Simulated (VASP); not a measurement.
# AlN (P6_3mc) in VASP: a series of runs, part 2 of 2

VASP 6.6.1. Earlier steps stand in the parts before.

### Step 3. Relaxation of shape and atoms at fixed volume, PBE (volume scaled by 0.94)

Contents of INCAR:

```
SYSTEM = AlN
PREC = Accurate
ENCUT = 600
EDIFF = 1E-7
ISMEAR = 0
SIGMA = 0.02
LREAL = .False.
LASPH = .True.
NELM = 60
ALGO = Normal
ISIF = 4
LWAVE = .False.
LCHARG = .False.
GGA = PE
IBRION = 2
NSW = 50
EDIFFG = -0.01
```

Contents of KPOINTS:

```
Automatic mesh
0
Gamma
  12 12 6
  0 0 0
```

Contents of POSCAR:

```
AlN
1.0
    3.0677507265      0.0000000000      0.0000000000
   -1.5338753632      2.6567500616      0.0000000000
    0.0000000000      0.0000000000      4.9110565588
Al N
2 2
Direct
    0.3333333333      0.6666666667     -0.0009236067
    0.6666666667      0.3333333333      0.4990763933
    0.3333333333      0.6666666667      0.3809236067
    0.6666666667      0.3333333333      0.8809236067
```

Potentials or basis: VASP PAW PBE potentials, release 64 (Al, N).

On the command line:

```sh
> cat potpaw_PBE.64/Al/POTCAR potpaw_PBE.64/N/POTCAR > POTCAR
> mpirun -np 1 vasp_std > vasp.out
```

OUTCAR:

```text
SYSTEM = AlN
   PREC = Accurate
   ENCUT = 600
   EDIFF = 1E-7
   ISMEAR = 0
   LREAL = .False.
   LASPH = .True.
   NELM = 60
   ISIF = 4
   GGA = PE
   IBRION = 2
   NSW = 50
   EDIFFG = -0.01

 ion  position               nearest neighbor table
   1  0.333  0.667  0.999-   4 1.86   4 1.86   4 1.86   3 1.88   2 3.03   2 3.03   2 3.03   2 3.03
                             2 3.03   2 3.03
   2  0.667  0.333  0.499-   3 1.86   3 1.86   3 1.86   4 1.88   1 3.03   1 3.03   1 3.03   1 3.03
                             1 3.03   1 3.03
   3  0.333  0.667  0.381-   2 1.86   2 1.86   2 1.86   1 1.88
   4  0.667  0.333  0.881-   1 1.86   1 1.86   1 1.86   2 1.88

  LATTYP: Found a hexagonal cell.
 ALAT       =     3.0677507265
 C/A-ratio  =     1.6008655841

  Lattice vectors:

 A1 = (   3.0677507265,   0.0000000000,   0.0000000000)
 A2 = (  -1.5338753632,   2.6567500616,   0.0000000000)
 A3 = (   0.0000000000,   0.0000000000,   4.9110565588)

Analysis of symmetry for initial positions (statically):
=====================================================================
 Subroutine PRICEL returns:
 Original cell was already a primitive cell.

 Routine SETGRP: Setting up the symmetry group for a
 hexagonal supercell.

 Subroutine GETGRP returns: Found 12 space group operations
 (whereof  6 operations were pure point group operations)
 out of a pool of 24 trial point group operations.

The static configuration has the point symmetry C_3v.
 The point group associated with its full space group is C_6v.

Analysis of symmetry for dynamics (positions and initial velocities):
=====================================================================
 Subroutine PRICEL returns:
 Original cell was already a primitive cell.

 Routine SETGRP: Setting up the symmetry group for a
 hexagonal supercell.

[... 149 lines left out ...]
--------------------------------------- Ionic step        1  -------------------------------------------

 number of electron      16.0000000 magnetization

 Free energy of the ion-electron system (eV)
  ---------------------------------------------------
  ext. energy  EPLUGINS =         0.00000000
  ---------------------------------------------------
  free energy    TOTEN  =       -29.68416373 eV

  energy without entropy =      -29.68416373  energy(sigma->0) =      -29.68416373

------------------------ aborting loop because EDIFF is reached ----------------------------------------

  FORCE on cell =-STRESS in cart. coord.  units (eV):
  Direction    XX          YY          ZZ          XY          YZ          ZX
  --------------------------------------------------------------------------------------
  -------------------------------------------------------------------------------------
  Total        3.3202456      3.3202456      3.1968383      0.0000000      0.0000000      0.0000000
  in kB      132.9030929    132.9030929    127.9633348      0.0000000      0.0000000      0.0000000
  external PRESSURE =     131.2565069 kB  Pullay stress =       0.0000000 kB
[... 63 lines left out ...]
--------------------------------------- Ionic step        3  -------------------------------------------

 number of electron      16.0000001 magnetization

 Free energy of the ion-electron system (eV)
  ---------------------------------------------------
  ext. energy  EPLUGINS =         0.00000000
  ---------------------------------------------------
  free energy    TOTEN  =       -29.68437908 eV

  energy without entropy =      -29.68437908  energy(sigma->0) =      -29.68437908

 E-fermi :   6.7468     XC(G=0): -11.0975

 val. band max:        6.5999654206   @ k =   0.0000   0.0000   0.0000
 cond. band min:      11.1634416590   @ k =   0.0000   0.0000   0.0000
 fundamental gap:      4.5634762383
 Fermi energy:         6.7467508259

 k-point     1 :       0.0000    0.0000    0.0000
  band No.  band energies     occupation
      1      -8.8789      2.00000
      2      -6.5834      2.00000
      3       0.3965      2.00000
      4       5.6659      2.00000
      5       5.6659      2.00000
      6       6.3353      2.00000
      7       6.3353      2.00000
      8       6.6000      2.00000
      9      11.1634      0.00000
     10      13.5794      0.00000
     11      17.5647      0.00000
     12      18.0001      0.00000
[... 331 lines left out ...]
 k-point    24 :       0.3333    0.0000    0.1667
  band No.  band energies     occupation
      1      -7.4837      2.00000
      2      -6.1601      2.00000
      3       1.5166      2.00000
      4       2.5371      2.00000
      5       3.1517      2.00000
      6       4.7310      2.00000
      7       5.7742      2.00000
      8       5.8939      2.00000
      9      12.6161      0.00000
     10      13.3977      0.00000
     11      15.4139      0.00000
     12      17.0886      0.00000

 [... further k-points ...]

------------------------ aborting loop because EDIFF is reached ----------------------------------------

  FORCE on cell =-STRESS in cart. coord.  units (eV):
  Direction    XX          YY          ZZ          XY          YZ          ZX
  --------------------------------------------------------------------------------------
  -------------------------------------------------------------------------------------
  Total        3.2556571      3.2556571      3.2825691      0.0000000      0.0000000      0.0000000
  in kB      130.3177407    130.3177407    131.3949739      0.0000000      0.0000000      0.0000000
  external PRESSURE =     130.6768184 kB  Pullay stress =       0.0000000 kB
[... 19 lines left out ...]
  FREE ENERGIE OF THE ION-ELECTRON SYSTEM (eV)
  ---------------------------------------------------
  free  energy   TOTEN  =       -29.6843790812 eV

  energy  without entropy=      -29.6843790812  energy(sigma->0) =      -29.68437908

 reached required accuracy - stopping structural energy minimisation
```

It took 1.7 min on 1 thread of AMD EPYC 7R13 (Zen 3), shared host; peak memory 0.16 GiB.

Results:

| Quantity | Value |
| --- | --- |
| Free energy | -29.6844 eV |
| Energy gained by relaxing | 0.1 meV/atom |
| Ionic steps | 3 |
| Pressure after relaxing | 13.1 GPa |
| Largest force after relaxing | 0.005 eV/Å |
| Band gap on the k mesh | 4.56 eV, direct |

Forces in eV/Å, atoms in the order of the input:
```
Al   0.000  0.000 -0.005
Al   0.000  0.000 -0.005
N    0.000  0.000  0.005
N    0.000  0.000  0.005
```

The path:
```
step  energy change (eV)  largest force (eV/Å)  pressure (GPa)  volume (Å³)
   1              0.0000                0.0223           13.13        40.03
   2             -0.0002                0.0136           13.09        40.03
   3             -0.0002                0.0048           13.07        40.03
```

Final structure:
```xyz
4
Lattice="3.0709 0.0000 0.0000 -1.5354 2.6595 0.0000 0.0000 0.0000 4.9011" Properties=species:S:1:pos:R:3 pbc="T T T"
Al    0.0000    1.7730    4.8944
Al    1.5354    0.8865    2.4438
N     0.0000    1.7730    1.8691
N     1.5354    0.8865    4.3197
```

Caveat: the cell differs from its parent crystal (volume scaled by 0.94). A k mesh can miss the band edges.

### Step 4. Relaxation of shape and atoms at fixed volume, PBE (volume scaled by 0.97)

Contents of INCAR:

```
SYSTEM = AlN
  PREC = Accurate
  ENCUT = 600
  EDIFF = 1E-6
  ISMEAR = 0
  SIGMA = 0.02
  LREAL = .FALSE.
  LASPH = .TRUE.
  NELM = 80
  ALGO = Normal
  ISIF = 4
  LWAVE = .FALSE.
  LCHARG = .FALSE.
  GGA = PE
  IBRION = 2
  NSW = 50
  EDIFFG = -0.01
```

Contents of KPOINTS:

```
Automatic mesh
0
G
  12 12 6
  0 0 0
```

Contents of POSCAR:

```
AlN
1.0
    3.0986261071      0.0000000000      0.0000000000
   -1.5493130535      2.6834889256      0.0000000000
    0.0000000000      0.0000000000      4.9673024066
Al N
2 2
Direct
    0.3333333333      0.6666666667     -0.0007707949
    0.6666666667      0.3333333333      0.4992292051
    0.3333333333      0.6666666667      0.3807707949
    0.6666666667      0.3333333333      0.8807707949
```

On the command line:

```sh
> cat potpaw_PBE.64/Al/POTCAR potpaw_PBE.64/N/POTCAR > POTCAR
> mpirun -np 1 vasp_std > vasp.out
```

It took 2.3 min on 1 thread of AMD EPYC 7R13 (Zen 3), shared host; peak memory 0.16 GiB.

Results (log left out):

```yaml
Free_energy: -29.7608 eV
Energy_gained_by_relaxing: 0.0 meV/atom
Ionic_steps: 5
Pressure_after_relaxing: 5.8 GPa
Band_gap_on_the_k_mesh: 4.30 eV, direct
```

Final structure:
```
CELL_PARAMETERS angstrom
3.10045 0.00000 0.00000
-1.55022 2.68507 0.00000
0.00000 0.00000 4.96146
ATOMIC_POSITIONS crystal
Al 0.33333 0.66667 0.99898
Al 0.66667 0.33333 0.49898
N 0.33333 0.66667 0.38102
N 0.66667 0.33333 0.88102
```

Levels at points of the mesh, in eV from the valence-band top:
| k point | band 6 | band 7 | band 8 | band 9 | band 10 | band 11 |
| --- | --- | --- | --- | --- | --- | --- |
| (0.00, 0.00, 0.00) | -0.23 | -0.23 | 0.00 | 4.30 | 6.74 | 10.70 |
| (0.50, 0.00, 0.00) | -2.12 | -1.80 | -0.71 | 5.83 | 5.84 | 8.27 |
| (0.00, 0.00, 0.50) | -0.57 | -0.57 | -0.57 | 6.56 | 6.56 | 10.41 |
| (0.50, 0.00, 0.50) | -1.49 | -1.38 | -1.38 | 5.34 | 5.34 | 9.32 |

Caveat: the cell differs from its parent crystal (volume scaled by 0.97). A k mesh can miss the band edges.

### Step 5. Relaxation of shape and atoms at fixed volume, PBE (volume scaled by 1.03)

Contents of INCAR:

```
PREC     = Accurate       # precision mode
ENCUT    = 600            # plane-wave cutoff, eV
EDIFF    = 1E-7           # SCF threshold, eV
ISMEAR   = 0              # smearing method
SIGMA    = 0.02           # smearing width, eV
LREAL    = False          # projectors in reciprocal space
LASPH    = True           # aspherical terms in the spheres
NELM     = 60             # most SCF steps
ALGO     = Normal         # electronic algorithm
ISIF     = 4              # what is computed and relaxed
LWAVE    = False          # write WAVECAR
LCHARG   = False          # write CHGCAR
GGA      = PE             # functional
IBRION   = 2              # ionic algorithm
NSW      = 50             # ionic steps
EDIFFG   = -0.01          # ionic threshold
```

Contents of KPOINTS:

```
Automatic mesh
0
Gamma
  12 12 6
```

Contents of POSCAR:

```
AlN
1.0
    3.1612414843      0.0000000000      0.0000000000
   -1.5806207422      2.7377154329      0.0000000000
    0.0000000000      0.0000000000      5.0676789939
Al N
2 2
Direct
    0.3333333333      0.6666666667     -0.0007707949
    0.6666666667      0.3333333333      0.4992292051
    0.3333333333      0.6666666667      0.3807707949
    0.6666666667      0.3333333333      0.8807707949
```

On the command line:

```sh
> cat potpaw_PBE.64/Al/POTCAR potpaw_PBE.64/N/POTCAR > POTCAR
> mpirun -np 1 vasp_std > vasp.out
```

Run time: 3.2 min. Hardware: 1 thread of AMD EPYC 7R13 (Zen 3), shared host; peak memory 0.17 GiB.

Results (log left out):

```
Free energy                  : -29.7601 eV
Energy gained by relaxing    : 0.0 meV/atom
Ionic steps                  : 4
Pressure after relaxing      : -5.8 GPa
Largest force after relaxing : 0.005 eV/Å
Band gap on the k mesh       : 3.80 eV, direct
```

Forces on the atoms (eV/Å):
```
Al   0.000  0.000 -0.005
Al   0.000  0.000 -0.005
N    0.000  0.000  0.005
N    0.000  0.000  0.005
```

Final structure:
```
Al N
1.0
     3.15920    0.00000    0.00000
    -1.57960    2.73595    0.00000
     0.00000    0.00000    5.07424
Al N
2 2
Cartesian
  0.0000 1.8240 5.0718
  1.5796 0.9120 2.5347
  0.0000 1.8240 1.9306
  1.5796 0.9120 4.4677
```

Levels at points of the mesh, in eV from the valence-band top:
| k point | band 4 | band 5 | band 6 | band 7 | band 8 | band 9 | band 10 | band 11 | band 12 |
| --- | --- | --- | --- | --- | --- | --- | --- | --- | --- |
| (0.00, 0.00, 0.00) | -0.81 | -0.81 | -0.18 | -0.18 | 0.00 | 3.80 | 6.29 | 10.22 | 10.84 |
| (0.50, 0.00, 0.00) | -4.05 | -3.22 | -1.99 | -1.69 | -0.66 | 5.68 | 5.69 | 7.78 | 9.94 |
| (0.00, 0.00, 0.50) | -3.25 | -0.50 | -0.50 | -0.50 | -0.50 | 6.07 | 6.07 | 9.93 | 9.93 |
| (0.50, 0.00, 0.50) | -5.39 | -1.39 | -1.39 | -1.31 | -1.31 | 5.15 | 5.15 | 8.97 | 8.97 |

Caveat: the cell differs from its parent crystal (volume scaled by 1.03). A k mesh can miss the band edges.

### Step 6. The runs side by side

| task | cell | cutoff (eV) | gap on the mesh (eV) | pressure (GPa) |
| --- | --- | --- | --- | --- |
| single point | a = 3.188, b = 3.188, c = 5.127 Å, angles 90.0, 90.0, 120.0°, 4 atoms | 520 | 3.56 | -10.3 |
| relaxation of shape and atoms at fixed volume | relaxed from a = 3.068, b = 3.068, c = 4.911 Å, angles 90.0, 90.0, 120.0°, 4 atoms | 600 | 4.56 | 13.1 |
| relaxation of shape and atoms at fixed volume | relaxed from a = 3.099, b = 3.099, c = 4.967 Å, angles 90.0, 90.0, 120.0°, 4 atoms | 600 | 4.30 | 5.8 |
| relaxation of shape and atoms at fixed volume | relaxed from a = 3.161, b = 3.161, c = 5.068 Å, angles 90.0, 90.0, 120.0°, 4 atoms | 600 | 3.80 | -5.8 |

Alike in all rows: level PBE; potentials or basis VASP PAW PBE potentials, release 64 (Al, N); no spin polarisation; k mesh 12 × 12 × 6; smearing gaussian 0.02 eV.

Total energies depend on the potentials used, so only differences within one code and one set of settings carry meaning.
